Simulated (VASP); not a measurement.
**Pt: single point with PBE**

Pt:

```
Pt
1.0
     2.62460    0.00000    0.00000
     0.00000    2.62460    0.00000
     0.00000    0.00000    2.62460
Pt
1
Direct
  0.00000 0.00000 0.00000
```

```yaml
Program: VASP 6.6.1
Task: single point
Functional: PBE
Potentials_or_basis: VASP PAW PBE potentials, release 64 (Pt)
Cutoff: 520 eV
k_mesh: 20 × 20 × 20
Occupations: fermi-dirac, width 0.05 eV
Spin: collinear spin, ferromagnetic start
Starting_moments: "[1.0] μB"
Dipole_correction: no
Further_INCAR_settings: ALGO = Normal; EDIFF = 1e-07; NBANDS = 15
```

```
Pressure                                              : -0.5 GPa
Band gap on the k mesh                                : zero (filled and empty bands overlap)
Net moment                                            : 0.00 μB per cell
Valence electrons inside the program's atomic spheres : Pt 9.20
```

Levels at points of the mesh, in eV from the Fermi level:
Spin up:
```
           k point  band 2  band 3  band 4  band 5  band 6  band 7  band 8  band 9
(0.00, 0.00, 0.00)   -5.60   -5.60    0.30    0.30    0.30   15.19   15.19   15.19
(0.50, 0.00, 0.00)   -5.03   -1.83   -1.83   -0.45    0.50    4.42   16.52   19.51
(0.50, 0.50, 0.00)   -4.58   -1.44   -1.44    1.90    4.50    4.50    9.46   13.38
(0.50, 0.50, 0.50)   -4.76   -4.76    2.04    2.04    9.99    9.99    9.99   10.02
```
Spin down:
| k point | band 2 | band 3 | band 4 | band 5 | band 6 | band 7 | band 8 | band 9 |
| --- | --- | --- | --- | --- | --- | --- | --- | --- |
| (0.00, 0.00, 0.00) | -5.60 | -5.60 | 0.30 | 0.30 | 0.30 | 15.19 | 15.19 | 15.19 |
| (0.50, 0.00, 0.00) | -5.03 | -1.83 | -1.83 | -0.45 | 0.50 | 4.42 | 16.52 | 19.51 |
| (0.50, 0.50, 0.00) | -4.58 | -1.44 | -1.44 | 1.90 | 4.50 | 4.50 | 9.46 | 13.38 |
| (0.50, 0.50, 0.50) | -4.76 | -4.76 | 2.04 | 2.04 | 9.99 | 9.99 | 9.99 | 10.02 |

It took 69 s on 1 thread of Intel(R) Xeon(R) Platinum 8488C (Sapphire Rapids), with other jobs on the host, peak memory 0.21 GiB.

Caveat: spin-orbit coupling is left out, which moves the levels of the heavy elements.
